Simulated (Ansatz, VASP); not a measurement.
# Two plane-wave programs on HfO2

```
CELL_PARAMETERS angstrom
0.00000 2.52931 2.52931
2.52931 0.00000 2.52931
2.52931 2.52931 0.00000
ATOMIC_POSITIONS crystal
Hf 0.00000 0.00000 0.00000
O 0.75000 0.75000 0.75000
O 0.25000 0.25000 0.25000
```

Alike in both runs: functional r2SCAN; k mesh 6 × 6 × 6; no spin polarisation.

Ansatz relaxed the structure, and its values are those at the end. VASP's run is a single point on that final structure, the one shown.

|  | VASP | Ansatz |
| --- | --- | --- |
| version | VASP 6.6.1 | Ansatz 0.2.0 |
| potentials or method | VASP PAW PBE potentials, release 64 (Hf_pv, O) | scalar-relativistic, plane waves, PAW |
| plane-wave cutoff (eV) | 660 | 500 |
| occupations | gaussian, width 0.01 eV | fixed |
| valence electrons in the cell | 22 | 38 |

VASP gave:

| Item | Value |
| --- | --- |
| gap on the k mesh at the Fermi level (eV) | 4.32 |
| least direct gap on the mesh (eV) | 4.32 |
| pressure (GPa) | -4.3 |

Problem. What did Ansatz give for the same quantities?

Solution. gap on the k mesh at the Fermi level (eV): 4.30; least direct gap on the mesh (eV): 4.30; pressure (GPa): 0.0.

VASP's potentials were made for PBE, not for r2SCAN. One of these differences is far larger than is usual between the two programs; its cause wasn't traced. VASP's potentials hold 22 valence electrons a cell and Ansatz's 38, so a difference there can come from the potentials and not from the codes.

Neither program's run includes spin-orbit coupling.
